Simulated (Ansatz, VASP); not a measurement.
## Al: VASP beside Ansatz

Contents of INCAR:

```
ALGO     = Normal         # electronic algorithm
EDIFF    = 1E-6           # SCF threshold, eV
ENCUT    = 520            # plane-wave cutoff, eV
GGA      = RE             # functional
ISIF     = 2              # what is computed and relaxed
ISMEAR   = -1             # smearing method
LASPH    = T              # aspherical terms in the spheres
LCHARG   = F              # write CHGCAR
LREAL    = F              # projectors in reciprocal space
LWAVE    = F              # write WAVECAR
NBANDS   = 12             # bands
NELM     = 60             # most SCF steps
PREC     = Accurate       # precision mode
SIGMA    = 0.1            # smearing width, eV
```

Contents of KPOINTS:

```
k-points
0
Gamma
  9 9 12
```

Contents of POSCAR:

```
Al
1.0
    4.7246919576      0.0000000000      0.0000000000
   -2.3623459788      4.0917032604      0.0000000000
    0.0000000000      0.0000000000      2.9243489033
Al
3
Direct
    0.0000000000      0.0000000000      0.0000000000
    0.3333333333      0.6666666667      0.5000000000
    0.6666666667      0.3333333333      0.5000000000
```

Input for Ansatz:

```yaml
crystal:
  lattice:
    - [4.7246919576, 0.0, 0.0]
    - [-2.3623459788, 4.0917032604, 0.0]
    - [0.0, 0.0, 2.9243489033]
  atoms:
    - { symbol: Al, position: [0.0, 0.0, 0.0] }
    - { symbol: Al, position: [0.3333333333, 0.6666666667, 0.5] }
    - { symbol: Al, position: [0.6666666667, 0.3333333333, 0.5] }
hamiltonian:
  xc: revpbe
  pseudopotentials:
    kind: paw
    azcp:
      Al: "pseudopotentials/Al.paw.azcp"
basis:
  ecutwfc: 420
  fft_grid_basis: typed
kpoints:
  mp_grid: { grid: [9, 9, 12], shift: [0, 0, 0] }
magnetization:
  spin_polarized: false
scf:
  occupations: { method: fermi_dirac, width: 0.1 }
  lower_state_search: "off"
output:
  stress: true
```

Alike in both runs: task single point; functional revPBE; k mesh 9 × 9 × 12; occupations fermi-dirac, width 0.1 eV; no spin polarisation.

|  | VASP | Ansatz |
| --- | --- | --- |
| version | VASP 6.6.1 | Ansatz 0.2.0 |
| potentials or method | VASP PAW PBE potentials, release 64 (Al), cutoff 520 eV | plane waves (420 eV) with PAW, scalar-relativistic |
| valence electrons in the cell | 9 | 9 |

```tsv
	VASP	Ansatz	Ansatz less VASP
pressure (GPa)	-4.3	-4.2	+0.11
traceless stress, the component that is largest in VASP (GPa)	-0.85	-0.85	-0.008
```

VASP's potentials were made for PBE, not for revPBE. With one functional, cell and mesh, what is left measures potentials, basis and numerics.
